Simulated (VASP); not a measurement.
# Cu (I4/mmm) in VASP: a series of runs, part 2 of 2

VASP 6.6.1. The steps go on from the part before.

## 4. Single point, PBEsol (strain +0.0300 x Voigt [1, 0, 0, 0, 0, 0])

INCAR

```
SYSTEM = Cu
PREC = Accurate
ENCUT = 520
EDIFF = 1E-6
ISMEAR = 0
SIGMA = 0.15
LREAL = .FALSE.
LASPH = .TRUE.
NELM = 80
ALGO = Normal
ISIF = 2
LWAVE = .FALSE.
LCHARG = .FALSE.
GGA = PS
NBANDS = 12
```

KPOINTS

```
Automatic mesh
0
G
  22 22 22
  0 0 0
```

POSCAR

```
Cu
1.0
    0.0000000000      1.8075000000      1.8075000000
    1.8617250000      0.0000000000      1.8075000000
    1.8617250000      1.8075000000      0.0000000000
Cu
1
Direct
    0.0000000000      0.0000000000      0.0000000000
```

Potentials or basis: VASP PAW PBE potentials, release 64 (Cu).

The run is started by

```bash
$ cat potpaw_PBE.64/Cu/POTCAR > POTCAR
$ mpirun -np 1 vasp_std > vasp.out
```

OUTCAR:

```text
SYSTEM = Cu
   PREC = Accurate
   ENCUT = 520
   EDIFF = 1E-6
   ISMEAR = 0
   LREAL = .FALSE.
   LASPH = .TRUE.
   NELM = 80
   ISIF = 2
   GGA = PS

 ion  position               nearest neighbor table
   1  0.000  0.000  0.000-

  LATTYP: Found a body centered tetragonal cell.
 ALAT       =     2.5561910140
 C/A-ratio  =     1.4566399692

  Lattice vectors:

 A1 = (   1.8617250000,   0.0000000000,   1.8075000000)
 A2 = (   1.8617250000,   0.0000000000,  -1.8075000000)
 A3 = (  -1.8617250000,   1.8075000000,   0.0000000000)

Analysis of symmetry for initial positions (statically):
=====================================================================
 Subroutine PRICEL returns:
 Original cell was already a primitive cell.

 Routine SETGRP: Setting up the symmetry group for a
 body centered tetragonal supercell.

 Subroutine GETGRP returns: Found 16 space group operations
 (whereof 16 operations were pure point group operations)
 out of a pool of 16 trial point group operations.

The static configuration has the point symmetry D_4h.

Analysis of symmetry for dynamics (positions and initial velocities):
=====================================================================
 Subroutine PRICEL returns:
 Original cell was already a primitive cell.

 Routine SETGRP: Setting up the symmetry group for a
 body centered tetragonal supercell.

 Subroutine GETGRP returns: Found 16 space group operations
 (whereof 16 operations were pure point group operations)
 out of a pool of 16 trial point group operations.

The dynamic configuration has the point symmetry D_4h.

 Subroutine INISYM returns: Found 16 space group operations
 (whereof 16 operations are pure point group operations),
 and found     1 'primitive' translations

----------------------------------------------------------------------------------------

                                     Primitive cell

  volume of cell :      12.1647
[... 108 lines left out ...]
  volume/ion in A,a.u.               =      12.16        82.09
  Fermi-wavevector in a.u.,A,eV,Ry     =   1.583088  2.991602 34.098474  2.506167
  Thomas-Fermi vector in A             =   2.682912
   LORBIT       =      0    0 simple, 1 ext, 2 COOP (PROOUT), +10 PAW based schemes
   GGA     = PS    functional components
   LHFCALC =     F    Hartree Fock is set to
   AEXX    =    0.0000 exact exchange contribution
   IVDW    =     0    specifies the selected vdW correction
   LEPSILON=     F    determine dielectric tensor
   LRPA    =     F    only Hartree local field effects (RPA)
 non-spin polarized calculation
 Gauss-broadening in eV      SIGMA  =   0.15
  energy-cutoff  :      520.00
  volume of cell :       12.16
 maximum number of plane-waves:       343
   NGX =  9   NGY =  9   NGZ =  9

 number of electron      10.9999992 magnetization

 Free energy of the ion-electron system (eV)
  ---------------------------------------------------
  ext. energy  EPLUGINS =         0.00000000
  ---------------------------------------------------
  free energy    TOTEN  =        -4.28491844 eV

  energy without entropy =       -4.28212330  energy(sigma->0) =       -4.28352087

 E-fermi :   7.0254     XC(G=0): -12.7361

 val. band max:        7.0121215497   @ k =  -0.3182   0.1818   0.1364
 cond. band min:       7.0417435110   @ k =   0.5000   0.2273   0.0909
 fundamental gap:      0.0296219613
 Fermi energy:         7.0253811541

 k-point     1 :       0.0000    0.0000    0.0000
  band No.  band energies     occupation
      1      -2.1241      2.00000
      2       4.0111      2.00000
      3       4.1528      2.00000
      4       4.1528      2.00000
      5       4.8261      2.00000
      6       4.9667      2.00000
      7      29.4022      0.00000
      8      31.7298      0.00000
      9      31.8077      0.00000
     10      31.8077      0.00000
     11      34.2202      0.00000
     12      34.2203      0.00000
[... 331 lines left out ...]
 k-point    24 :      -0.4545    0.0455    0.0000
  band No.  band energies     occupation
      1       2.1344      2.00000
      2       4.0194      2.00000
      3       4.1387      2.00000
      4       5.1364      2.00000
      5       5.4267      2.00000
      6       6.2683      2.00000
      7      10.9277      0.00000
      8      27.1760      0.00000
      9      27.5948      0.00000
     10      28.7291      0.00000
     11      31.7169      0.00000
     12      33.0853      0.00000

 [... further k-points ...]
[... 5 lines left out ...]
  --------------------------------------------------------------------------------------
  -------------------------------------------------------------------------------------
  Total       -0.8062904     -0.6736290     -0.6736290     -0.0000000      0.0000000      0.0000000
  in kB     -106.1939903    -88.7215740    -88.7215740     -0.0000000      0.0000000      0.0000000
  external PRESSURE =     -94.5457128 kB  Pullay stress =       0.0000000 kB

 VOLUME and BASIS-vectors are now :
 -----------------------------------------------------------------------------
  energy-cutoff  :      520.00
  volume of cell :       12.16
      direct lattice vectors                 reciprocal lattice vectors
     0.000000000  1.807500000  1.807500000    -0.268568129  0.276625173  0.276625173
     1.861725000  0.000000000  1.807500000     0.268568129 -0.276625173  0.276625173
     1.861725000  1.807500000  0.000000000     0.268568129  0.276625173 -0.276625173

 POSITION                                       TOTAL-FORCE (eV/Angst)
 -----------------------------------------------------------------------------------
      0.00000      0.00000      0.00000         0.000000      0.000000      0.000000
 -----------------------------------------------------------------------------------
    total drift:                                0.000000      0.000000      0.000000

  FREE ENERGIE OF THE ION-ELECTRON SYSTEM (eV)
  ---------------------------------------------------
  free  energy   TOTEN  =        -4.2849184447 eV

  energy  without entropy=       -4.2821233014  energy(sigma->0) =       -4.28352087
```

stdout:

```text
POSCAR found type information on POSCAR Cu
 POSCAR found :  1 types and       1 ions
 scaLAPACK will be used
 -----------------------------------------------------------------------------
|                                                                             |
|                                                                             |
|     You enforced a specific xc type in the INCAR file but a different       |
|     I HOPE YOU KNOW WHAT YOU ARE DOING!                                     |
|                                                                             |
 -----------------------------------------------------------------------------

 LDA part: xc-table for (Slater+PW92), standard interpolation
 POSCAR, INCAR and KPOINTS ok, starting setup
 FFT: planning ... GRIDC
 FFT: planning ... GRID_SOFT
 FFT: planning ... GRID
 WAVECAR not read
 entering main loop
```

Run time: 48 s. Hardware: 1 thread of Intel Xeon 6975P-C (Granite Rapids), shared host; peak memory 0.22 GiB.

Results:

| Quantity | Value |
| --- | --- |
| Free energy | -4.2849 eV |
| Pressure | -9.5 GPa |

Stress tensor (GPa, compression positive):
```
-10.62   0.00   0.00
  0.00  -8.87   0.00
  0.00   0.00  -8.87
```

Levels at points of the mesh, in eV from the Fermi level:
| k point | band 3 | band 4 | band 5 | band 6 | band 7 | band 8 | band 9 | band 10 |
| --- | --- | --- | --- | --- | --- | --- | --- | --- |
| (0.00, 0.00, 0.00) | -2.87 | -2.87 | -2.20 | -2.06 | 22.38 | 24.70 | 24.78 | 24.78 |
| (0.50, 0.00, 0.00) | -2.88 | -1.61 | -1.56 | -0.93 | 3.61 | 20.39 | 21.59 | 22.06 |
| (0.50, 0.50, 0.00) | -1.60 | -1.49 | -1.40 | 1.70 | 7.16 | 12.57 | 12.64 | 17.09 |
| (0.00, 0.50, 0.50) | -1.59 | -1.46 | -1.46 | 1.10 | 6.40 | 13.28 | 13.28 | 17.65 |

Caveat: the cell differs from its parent crystal (strain +0.0300 x Voigt [1, 0, 0, 0, 0, 0]); the PAW data sets were made with another functional, which shifts forces and pressure a little.

## 5. Single point, PBEsol (strain +0.0350 x Voigt [1, 0, 0, 0, 0, 0])

INCAR

```
SYSTEM = Cu
ALGO     = Fast           ! electronic algorithm
EDIFF    = 1E-7           ! SCF threshold, eV
ENCUT    = 520            ! plane-wave cutoff, eV
GGA      = PS             ! functional
ISIF     = 2              ! what is computed and relaxed
ISMEAR   = 0              ! smearing method
LASPH    = .True.         ! aspherical terms in the spheres
LCHARG   = .False.        ! write CHGCAR
LREAL    = .False.        ! projectors in reciprocal space
LWAVE    = .False.        ! write WAVECAR
NBANDS   = 12             ! bands
NELM     = 100            ! most SCF steps
PREC     = Accurate       ! precision mode
SIGMA    = 0.15           ! smearing width, eV
```

KPOINTS

```
k-points
0
Gamma
  22 22 22
  0 0 0
```

POSCAR

```
Cu
1.0
    0.0000000000      1.8075000000      1.8075000000
    1.8707625000      0.0000000000      1.8075000000
    1.8707625000      1.8075000000      0.0000000000
Cu
1
Direct
    0.0000000000      0.0000000000      0.0000000000
```

The run is started by

```bash
$ cat potpaw_PBE.64/Cu/POTCAR > POTCAR
$ mpirun -np 1 vasp_std > vasp.out
```

Run time: 53 s. Hardware: 1 thread of Intel Xeon 6975P-C (Granite Rapids), shared host; peak memory 0.22 GiB.

It converged, with:

| Item | Value |
| --- | --- |
| Free energy | -4.2809 eV |
| Pressure | -9.7 GPa |

Stress tensor (GPa, compression positive):
```
-11.06   0.00   0.00
  0.00  -9.02   0.00
  0.00   0.00  -9.02
```

Levels at points of the mesh, in eV from the Fermi level:
```tsv
k point	band 4	band 5	band 6	band 7	band 8	band 9
(0.00, 0.00, 0.00)	-2.85	-2.20	-2.04	22.34	24.63	24.71
(0.50, 0.00, 0.00)	-1.61	-1.55	-0.92	3.59	20.22	21.59
(0.50, 0.50, 0.00)	-1.50	-1.39	1.74	7.17	12.49	12.58
(0.00, 0.50, 0.50)	-1.46	-1.46	1.04	6.29	13.32	13.32
```

Caveat: the cell differs from its parent crystal (strain +0.0350 x Voigt [1, 0, 0, 0, 0, 0]); the PAW data sets were made with another functional, which shifts forces and pressure a little.

## 6. Single point, PBEsol (strain +0.0400 x Voigt [1, 0, 0, 0, 0, 0])

INCAR

```
SYSTEM = Cu
  PREC = Accurate
  ENCUT = 520
  EDIFF = 1E-6
  ISMEAR = 0
  SIGMA = 0.15
  LREAL = .False.
  LASPH = .True.
  NELM = 60
  ALGO = Normal
  ISIF = 2
  LWAVE = .False.
  LCHARG = .False.
  GGA = PS
  NBANDS = 12
```

KPOINTS

```
Automatic mesh
0
Gamma
  22 22 22
  0 0 0
```

POSCAR

```
Cu
1.0
    0.0000000000      1.8075000000      1.8075000000
    1.8798000000      0.0000000000      1.8075000000
    1.8798000000      1.8075000000      0.0000000000
Cu
1
Direct
    0.0000000000      0.0000000000      0.0000000000
```

Potentials or basis: VASP PAW PBE potentials, release 64 (Cu).

The run is started by

```bash
$ cat potpaw_PBE.64/Cu/POTCAR > POTCAR
$ mpirun -np 1 vasp_std > vasp.out
```

It took 45 s on 1 thread of Intel Xeon 6975P-C (Granite Rapids), shared host; peak memory 0.22 GiB.

It converged, with:

| Quantity | Value |
| --- | --- |
| Free energy | -4.2766 eV |
| Pressure | -10.5 GPa |

Stress tensor (GPa, compression positive):
```
-12.07   0.00   0.00
  0.00  -9.75   0.00
  0.00   0.00  -9.75
```

Levels at points of the mesh, in eV from the Fermi level:
```tsv
k point	band 3	band 4	band 5	band 6	band 7	band 8	band 9	band 10
(0.00, 0.00, 0.00)	-2.83	-2.83	-2.21	-2.02	22.31	24.55	24.64	24.64
(0.50, 0.00, 0.00)	-2.83	-1.61	-1.54	-0.91	3.57	20.04	21.59	22.08
(0.50, 0.50, 0.00)	-1.60	-1.50	-1.38	1.78	7.18	12.41	12.51	16.93
(0.00, 0.50, 0.50)	-1.58	-1.45	-1.45	0.98	6.18	13.36	13.36	17.68
```

Caveat: the cell differs from its parent crystal (strain +0.0400 x Voigt [1, 0, 0, 0, 0, 0]); the PAW data sets were made with another functional, which shifts forces and pressure a little.

## 7. The runs side by side

| cell | gap on the mesh (eV) | pressure (GPa) |
| --- | --- | --- |
| a = 2.556, b = 2.569, c = 2.569 Å, angles 59.7, 60.2, 60.2°, 1 atom | none | -7.1 |
| a = 2.556, b = 2.582, c = 2.582 Å, angles 59.3, 60.3, 60.3°, 1 atom | none | -8.3 |
| a = 2.556, b = 2.595, c = 2.595 Å, angles 59.0, 60.5, 60.5°, 1 atom | none | -9.5 |
| a = 2.556, b = 2.601, c = 2.601 Å, angles 58.9, 60.6, 60.6°, 1 atom | none | -9.7 |
| a = 2.556, b = 2.608, c = 2.608 Å, angles 58.7, 60.7, 60.7°, 1 atom | none | -10.5 |

Alike in all rows: task single point; level PBEsol; potentials or basis VASP PAW PBE potentials, release 64 (Cu); no spin polarisation; k mesh 22 × 22 × 22; cutoff (eV) 520; smearing gaussian 0.15 eV.

Caveats: the PAW data sets were made with another functional, which shifts forces and pressure a little.

Total energies depend on the potentials used, so only differences within one code and one set of settings carry meaning.
